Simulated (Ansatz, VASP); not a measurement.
# One calculation of NaMg3Te3, two programs

```
Na Mg Te
1.0
     4.01666    0.00000    0.00000
     0.00000    4.53388    0.00000
     0.00000    0.00000   10.47561
Na Mg Te
1 3 3
Direct
  0.50000 0.50000 0.50000
  0.50000 0.50000 0.17805
  0.50000 0.50000 0.82195
  0.00000 0.00000 0.50000
  0.50000 0.00000 0.32195
  0.00000 0.50000 0.00000
  0.50000 0.00000 0.67805
```

Alike in both runs: task single point; functional PBE; k mesh 4 × 4 × 2; occupations gaussian, width 0.1 eV; no spin polarisation.

|  | VASP | Ansatz |
| --- | --- | --- |
| version | VASP 6.6.1 | Ansatz 0.2.0 |
| potentials or method | VASP PAW PBE potentials, release 64 (Na_pv, Mg, Te), cutoff 520 eV | scalar-relativistic, plane waves, PAW |
| valence electrons in the cell | 31 | 87 |

Ansatz gave:

```
gap on the k mesh at the Fermi level (eV)                     : none
pressure (GPa)                                                : 7.8
traceless stress, the component that is largest in VASP (GPa) : -1.31
rms of the force components (eV/Å)                            : 0.343
```

Q: Estimate VASP's values.

A: gap on the k mesh at the Fermi level (eV): none; pressure (GPa): 7.8; traceless stress, the component that is largest in VASP (GPa): -1.30; rms of the force components (eV/Å): 0.346.

Atom by atom the forces differ by 0.003 eV/Å (rms over components). A gap of «none» marks a metal or a gap that the smearing closes. VASP's potentials hold 31 valence electrons a cell and Ansatz's 87, so a difference there can come from the potentials and not from the codes.

The k mesh is coarse, so the values compare programs but aren't converged. Neither program's run includes spin-orbit coupling.
